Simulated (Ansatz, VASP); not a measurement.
# Ge in VASP and in Ansatz

The input POSCAR:

```
Ge
1.0
    0.0000000000      2.8367729578      2.8367729578
    2.8367729578      0.0000000000      2.8367729578
    2.8367729578      2.8367729578      0.0000000000
Ge
2
Direct
    0.0000000000      0.0000000000      0.0000000000
    0.2500000000      0.2500000000      0.2500000000
```

Contents of INCAR.step1:

```
PREC = Accurate
ENCUT = 520
ISMEAR = 0
SIGMA = 0.02
LREAL = False
LASPH = True
NELM = 80
NBANDS = 21
GGA = PE
ALGO = Normal
EDIFF = 1E-4
LWAVE = True
LCHARG = False
```

Contents of INCAR.step2:

```
PREC = Accurate
ENCUT = 520
EDIFF = 1E-7
ISMEAR = 0
SIGMA = 0.02
LREAL = False
LASPH = True
NELM = 80
ALGO = Normal
ISIF = 2
LWAVE = False
LCHARG = True
METAGGA = R2SCAN
LMIXTAU = True
LELF = True
LVHAR = True
NBANDS = 21
ISTART = 1
```

The input KPOINTS:

```
Automatic mesh
0
Gamma
  12 12 12
```

Input for Ansatz:

```yaml
crystal:
  lattice:
    - [0.0, 2.8367729578, 2.8367729578]
    - [2.8367729578, 0.0, 2.8367729578]
    - [2.8367729578, 2.8367729578, 0.0]
  atoms:
    - { symbol: Ge, position: [0.0, 0.0, 0.0] }
    - { symbol: Ge, position: [0.25, 0.25, 0.25] }
basis:
  ecutwfc: 500
kpoints:
  mp_grid: { grid: [12, 12, 12] }
  band_path: { path: [VBM, CBM], npoints: 2 }
hamiltonian:
  xc: r2scan
scf:
  occupations: { method: gaussian, width: 0.02 }
output:
  forces: true
  stress: true
  eigenvalues: true
checkpoint:
  read: start.run
  write: ck
  compress: false
  write_wavefunctions: false
  write_every: 100000
```

Alike in both runs: task single point; functional r2SCAN; k mesh 12 × 12 × 12; occupations gaussian, width 0.02 eV; no spin polarisation.

```csv
,VASP,Ansatz
version,VASP 6.6.1,Ansatz 0.2.0
potentials or method,"VASP PAW PBE potentials, release 64 (Ge_d), cutoff 520 eV","scalar-relativistic, plane waves, PAW"
valence electrons in the cell,28,28
```

Ansatz gave:

- gap on the k mesh at the Fermi level (eV): 0.36
- least direct gap on the mesh (eV): 0.36
- pressure (GPa): 0.1

Question: Estimate VASP's values.

Answer: gap on the k mesh at the Fermi level (eV): 0.32; least direct gap on the mesh (eV): 0.32; pressure (GPa): 0.1.

VASP's potentials were made for PBE, not for r2SCAN. The functional is the same, so the differences come from potentials, cutoffs and numerics.
